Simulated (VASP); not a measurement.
Here is a VASP 6.6.1 calculation.

INCAR

```
ALGO     = Normal         # electronic algorithm
EDIFF    = 1E-6           # SCF threshold, eV
ENCUT    = 520            # plane-wave cutoff, eV
GGA      = PE             # functional
ISIF     = 2              # what is computed and relaxed
ISMEAR   = 0              # smearing method
LASPH    = T              # aspherical terms in the spheres
LCHARG   = F              # write CHGCAR
LREAL    = F              # projectors in reciprocal space
LWAVE    = F              # write WAVECAR
NBANDS   = 26             # bands
NELM     = 100            # most SCF steps
PREC     = Accurate       # precision mode
SIGMA    = 0.05           # smearing width, eV
```

Contents of KPOINTS:

```
k-points
0
Gamma
  12 12 6
```

File POSCAR:

```
GaN
1.0
    3.2667053455      0.0000000000      0.0000000000
   -1.6333526728      2.8290498159      0.0000000000
    0.0000000000      0.0000000000      5.3216758876
Ga N
2 2
Direct
    0.3333333333      0.6666666667      0.9991316867
    0.6666666667      0.3333333333      0.4991316867
    0.3333333333      0.6666666667      0.3758683133
    0.6666666667      0.3333333333      0.8758683133
```

Potentials or basis: VASP PAW PBE potentials, release 64 (Ga_d, N).

Run with:

```bash
$ cat potpaw_PBE.64/Ga_d/POTCAR potpaw_PBE.64/N/POTCAR > POTCAR
$ mpirun -np 1 vasp_std > vasp.out
```

**Question.** What does it give for the largest force?

**Answer.** 0.007 eV/Å.

**Question.** Estimate the pressure.

**Answer.** -6.8 GPa.

Stress tensor (GPa, compression positive):
```
-6.80  0.00  0.00
 0.00 -6.80  0.00
 0.00  0.00 -6.71
```

Caveat: the cell differs from its parent crystal (strain +0.015 along x and y, +0.015 along z); the cell stands under tension.
